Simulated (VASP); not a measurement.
# Ti (Im-3m) in VASP: vibrations by perturbation theory with PBE

Aim: the vibrations by perturbation theory of Ti with PBE.

Program: VASP 6.6.1. These are calculated values, not measurements. Logs are shortened: lines on timing, memory, paths and dates and some standing lists are left out, and cuts for length are marked.

**1. The cell of the first run**

It takes space group Im-3m (No. 229, cubic). The conventional cell has a = 3.255 Å, b = 3.255 Å, c = 3.255 Å, α = 90.00°, β = 90.00°, γ = 90.00°. Ti (site symmetry m-3m) has 14 Ti at 2.82 to 3.26 Å within 3.7 Å.

This isn't the form of Ti at room conditions, which is hcp.

**2. Vibrations by perturbation theory, PBE**

INCAR

```
PREC = Accurate
ENCUT = 520
EDIFF = 1E-8
ISMEAR = 0
SIGMA = 0.15
LREAL = False
LASPH = True
NELM = 100
ALGO = Normal
ISIF = 2
LWAVE = False
LCHARG = False
GGA = PE
NBANDS = 19
IBRION = 8
NSW = 1
```

KPOINTS

```
Automatic mesh
0
Gamma
  14 14 14
```

POSCAR

```
Ti
1.0
    0.0000000000     -3.2552372153      0.0000000000
   -3.2552372153      0.0000000000      0.0000000000
    0.0000000000      0.0000000000     -3.2552372153
Ti
2
Direct
    0.5000000000      0.5000000000      0.5000000000
    0.0000000000      0.0000000000      0.0000000000
```

Potentials or basis: VASP PAW PBE potentials, release 64 (Ti_sv).

On the command line:

```sh
$ cat potpaw_PBE.64/Ti_sv/POTCAR > POTCAR
$ mpirun -np 1 vasp_std > vasp.out
```

OUTCAR:

```text
PREC = Accurate
   ENCUT = 520
   EDIFF = 1E-8
   ISMEAR = 0
   LREAL = False
   LASPH = True
   NELM = 100
   ISIF = 2
   GGA = PE
   IBRION = 8
   NSW = 1

 ion  position               nearest neighbor table
   1  0.500  0.500  0.500-   2 2.82   2 2.82   2 2.82   2 2.82   2 2.82   2 2.82   2 2.82   2 2.82

   2  0.000  0.000  0.000-   1 2.82   1 2.82   1 2.82   1 2.82   1 2.82   1 2.82   1 2.82   1 2.82

  LATTYP: Found a simple cubic cell.
 ALAT       =     3.2552372153

  Lattice vectors:

 A1 = (   0.0000000000,  -3.2552372153,   0.0000000000)
 A2 = (  -3.2552372153,   0.0000000000,   0.0000000000)
 A3 = (   0.0000000000,   0.0000000000,  -3.2552372153)

Analysis of symmetry for initial positions (statically):
=====================================================================
 Subroutine PRICEL returns following result:

  LATTYP: Found a body centered cubic cell.
 ALAT       =     3.2552372153

  Lattice vectors:

 A1 = (  -1.6276186077,  -1.6276186077,   1.6276186077)
 A2 = (  -1.6276186077,   1.6276186077,  -1.6276186077)
 A3 = (   1.6276186077,  -1.6276186077,  -1.6276186077)

   2 primitive cells build up your supercell.

 Routine SETGRP: Setting up the symmetry group for a
 simple cubic supercell.

 Subroutine GETGRP returns: Found 48 space group operations
 (whereof 48 operations were pure point group operations)
 out of a pool of 48 trial point group operations.

The static configuration has the point symmetry O_h .

Analysis of symmetry for dynamics (positions and initial velocities):
=====================================================================
 Subroutine PRICEL returns following result:

  LATTYP: Found a body centered cubic cell.
 ALAT       =     3.2552372153

  Lattice vectors:

 A1 = (  -1.6276186077,  -1.6276186077,   1.6276186077)
 A2 = (  -1.6276186077,   1.6276186077,  -1.6276186077)
 A3 = (   1.6276186077,  -1.6276186077,  -1.6276186077)

   2 primitive cells build up your supercell.

 Routine SETGRP: Setting up the symmetry group for a
 simple cubic supercell.

 Subroutine GETGRP returns: Found 48 space group operations
 (whereof 48 operations were pure point group operations)
 out of a pool of 48 trial point group operations.

The dynamic configuration has the point symmetry O_h .

 Subroutine INISYM returns: Found 48 space group operations
 (whereof 48 operations are pure point group operations),
 and found     2 'primitive' translations

----------------------------------------------------------------------------------------

                                     Primitive cell

  volume of cell :      17.2472

  direct lattice vectors                    reciprocal lattice vectors
    -1.627618608 -1.627618608  1.627618608    -0.307197274 -0.307197274  0.000000000
    -1.627618608  1.627618608 -1.627618608    -0.307197274  0.000000000 -0.307197274
     1.627618608 -1.627618608 -1.627618608     0.000000000 -0.307197274 -0.307197274

  length of vectors
     2.819118124  2.819118124  2.819118124     0.434442552  0.434442552  0.434442552

  position of ions in fractional coordinates (direct lattice)
     0.000000000  0.000000000  0.000000000

  ion indices of the primitive-cell ions
   primitive index   ion index
                 1           1

[... 88 lines left out ...]
   IALGO  =     38    algorithm
   IMIX   =      4    mixing-type and parameters
     AMIX     =   0.40;   BMIX     =  1.00
     AMIX_MAG =   1.60;   BMIX_MAG =  1.00
  volume/ion in A,a.u.               =      17.25       116.39
  Fermi-wavevector in a.u.,A,eV,Ry     =   1.450650  2.741331 28.631897  2.104385
  Thomas-Fermi vector in A             =   2.568238
   LORBIT       =      0    0 simple, 1 ext, 2 COOP (PROOUT), +10 PAW based schemes
   GGA     = PE    functional components
   LHFCALC =     F    Hartree Fock is set to
   AEXX    =    0.0000 exact exchange contribution
   IVDW    =     0    specifies the selected vdW correction
   LEPSILON=     F    determine dielectric tensor
   LRPA    =     F    only Hartree local field effects (RPA)
 non-spin polarized calculation
 Gauss-broadening in eV      SIGMA  =   0.15
  energy-cutoff  :      520.00
  volume of cell :       34.49
 maximum number of plane-waves:       952
   NGX = 13   NGY = 13   NGZ = 13

--------------------------------------- Ionic step        1  -------------------------------------------

 number of electron      24.0000012 magnetization

 Free energy of the ion-electron system (eV)
  ---------------------------------------------------
  ext. energy  EPLUGINS =         0.00000000
  ---------------------------------------------------
  free energy    TOTEN  =       -15.47498275 eV

  energy without entropy =      -15.42300187  energy(sigma->0) =      -15.44899231

 E-fermi :   8.1585     XC(G=0): -11.5267

 val. band max:        8.1552085687   @ k =   0.4286   0.3571   0.2143
 cond. band min:       8.1600648646   @ k =   0.4286   0.2143   0.0714
 fundamental gap:      0.0048562959
 Fermi energy:         8.1584991857

 k-point     1 :       0.0000    0.0000    0.0000
  band No.  band energies     occupation
      1     -48.3588      2.00000
      2     -48.1293      2.00000
      3     -24.6787      2.00000
      4     -24.6787      2.00000
      5     -24.6787      2.00000
      6     -24.2072      2.00000
[... 505 lines left out ...]
      6     -24.3993      2.00000
[... 11 lines left out ...]
     18      11.2790      0.00000
     19      12.0743      0.00000

 [... further k-points ...]

------------------------ aborting loop because EDIFF is reached ----------------------------------------

  FORCE on cell =-STRESS in cart. coord.  units (eV):
  Direction    XX          YY          ZZ          XY          YZ          ZX
  --------------------------------------------------------------------------------------
  -------------------------------------------------------------------------------------
  Total       -0.0312064     -0.0312064     -0.0312064     -0.0000000     -0.0000000      0.0000000
  in kB       -1.4494606     -1.4494606     -1.4494606     -0.0000000     -0.0000000      0.0000000
  external PRESSURE =      -1.4494606 kB  Pullay stress =       0.0000000 kB

 VOLUME and BASIS-vectors are now :
 -----------------------------------------------------------------------------
  energy-cutoff  :      520.00
  volume of cell :       34.49
      direct lattice vectors                 reciprocal lattice vectors
     0.000000000 -3.255237215  0.000000000     0.000000000 -0.307197274  0.000000000
    -3.255237215  0.000000000  0.000000000    -0.307197274  0.000000000  0.000000000
     0.000000000  0.000000000 -3.255237215     0.000000000  0.000000000 -0.307197274

 POSITION                                       TOTAL-FORCE (eV/Angst)
 -----------------------------------------------------------------------------------
     -1.62762     -1.62762     -1.62762        -0.000000     -0.000000     -0.000000
      0.00000      0.00000      0.00000         0.000000      0.000000      0.000000
 -----------------------------------------------------------------------------------
    total drift:                               -0.000000     -0.000000      0.000000

  FREE ENERGIE OF THE ION-ELECTRON SYSTEM (eV)
  ---------------------------------------------------
  free  energy   TOTEN  =       -15.4749827490 eV

  energy  without entropy=      -15.4230018743  energy(sigma->0) =      -15.44899231

[... ionic steps 2 to 3 ...]

--------------------------------------- Ionic step        4  -------------------------------------------

 Free energy of the ion-electron system (eV)
  ---------------------------------------------------
  ---------------------------------------------------
  free energy    TOTEN  =        -0.59655524 eV

  energy without entropy =       -0.59655524

------------------------ aborting loop because EDIFF is reached ----------------------------------------

 INTERNAL STRAIN TENSOR  FOR ION    1  DIRECTION 1   (eV/Angst):
 -----------------------------------------------------------------------------
    -0.03440  0.00000 -0.00000
     0.00000 -0.00570 -0.00000
    -0.00000 -0.00000 -0.00570

 INTERNAL STRAIN TENSOR FOR ION    2 for displacements in x,y,z  (eV/Angst):
          X           Y           Z          XY          YZ          ZX
  --------------------------------------------------------------------------------
  x     0.00000     0.00000     0.00000     0.00000     0.00000     0.00000
  y     0.00000     0.00000     0.00000     0.00000     0.00000     0.00000
  z     0.00000     0.00000     0.00000     0.00000     0.00000     0.00000

 SECOND DERIVATIVES (NOT SYMMETRIZED)
 ------------------------------------
               1X          1Y          1Z          2X          2Y          2Z
  1X    -4.163737   -0.000000   -0.000000    4.163737    0.000000    0.000000
  1Y     0.000000   -4.163737   -0.000000   -0.000000    4.163737    0.000000
  1Z     0.000000    0.000000   -4.163737   -0.000000   -0.000000    4.163737
  2X     4.163737    0.000000    0.000000   -4.163737   -0.000000   -0.000000
  2Y    -0.000000    4.163737    0.000000    0.000000   -4.163737   -0.000000
  2Z    -0.000000   -0.000000    4.163737    0.000000    0.000000   -4.163737

 Eigenvectors and eigenvalues of the dynamical matrix
 ----------------------------------------------------

   1 f  =    6.519740 THz    40.964735 2PiTHz  217.475117 cm-1    26.963466 meV
             X         Y         Z           dx          dy          dz
     -1.627619 -1.627619 -1.627619     0.686084    0.171139    0.000000
      0.000000  0.000000  0.000000    -0.686084   -0.171139    0.000000
[... 16 lines left out ...]
   5 f  =    0.000000 THz     0.000000 2PiTHz    0.000000 cm-1     0.000000 meV
             X         Y         Z           dx          dy          dz
     -1.627619 -1.627619 -1.627619    -0.000000   -0.000000    0.707107
      0.000000  0.000000  0.000000     0.000000    0.000000    0.707107

   6 f/i=    0.000000 THz     0.000000 2PiTHz    0.000001 cm-1     0.000000 meV
             X         Y         Z           dx          dy          dz
     -1.627619 -1.627619 -1.627619     0.044034   -0.705734    0.000000
      0.000000  0.000000  0.000000     0.044034   -0.705734    0.000000

--------------------------------------------------------------------------------------------------------

 ELASTIC MODULI CONTR FROM IONIC RELAXATION (kBar)
 Direction    XX          YY          ZZ          XY          YZ          ZX
 --------------------------------------------------------------------------------
 XX           0.0000      0.0000      0.0000      0.0000      0.0000      0.0000
 YY           0.0000      0.0000      0.0000      0.0000      0.0000      0.0000
 ZZ           0.0000      0.0000      0.0000      0.0000      0.0000      0.0000
 XY           0.0000      0.0000      0.0000      0.0000      0.0000      0.0000
 YZ           0.0000      0.0000      0.0000      0.0000      0.0000      0.0000
 ZX           0.0000      0.0000      0.0000      0.0000      0.0000      0.0000
 --------------------------------------------------------------------------------
```

Wall time 2.3 min (1 thread of Intel Xeon 6975P-C (Granite Rapids), shared host); peak memory 0.43 GiB.

Results:

* Highest phonon frequency at Γ: 217 cm⁻¹

Phonon frequencies in cm⁻¹ (negative: imaginary):
| q point | frequencies |
| --- | --- |
| (0.000, 0.000, 0.000) | 0 0 0 217 217 217 |
